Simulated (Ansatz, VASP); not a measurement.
**KSnH3 in VASP and in Ansatz**

```
K Sn H
1.0
     4.70000    0.00000    0.00000
     0.00000    4.70000    0.00000
     0.00000    0.00000    4.70000
K Sn H
1 1 3
Direct
  0.00000 0.00000 0.00000
  0.50000 0.50000 0.50000
  0.50000 0.50000 0.00000
  0.50000 0.00000 0.50000
  0.00000 0.50000 0.50000
```

Alike in both runs: task single point; functional PBEsol; k mesh 4 × 4 × 4; occupations gaussian, width 0.05 eV; no spin polarisation.

|  | VASP | Ansatz |
| --- | --- | --- |
| version | VASP 6.6.1 | Ansatz 0.2.0 |
| potentials or method | VASP PAW PBE potentials, release 64 (K_sv, Sn_d, H), cutoff 500 eV | scalar-relativistic, plane waves, PAW |
| valence electrons in the cell | 26 | 26 |

|  | VASP | Ansatz | Ansatz less VASP |
| --- | --- | --- | --- |
| gap on the k mesh at the Fermi level (eV) | none | none | - |
| pressure (GPa) | -4.4 | -4.3 | +0.09 |

VASP's potentials were made for PBE, not for PBEsol. A gap of «none» marks a metal or a gap that the smearing closes.
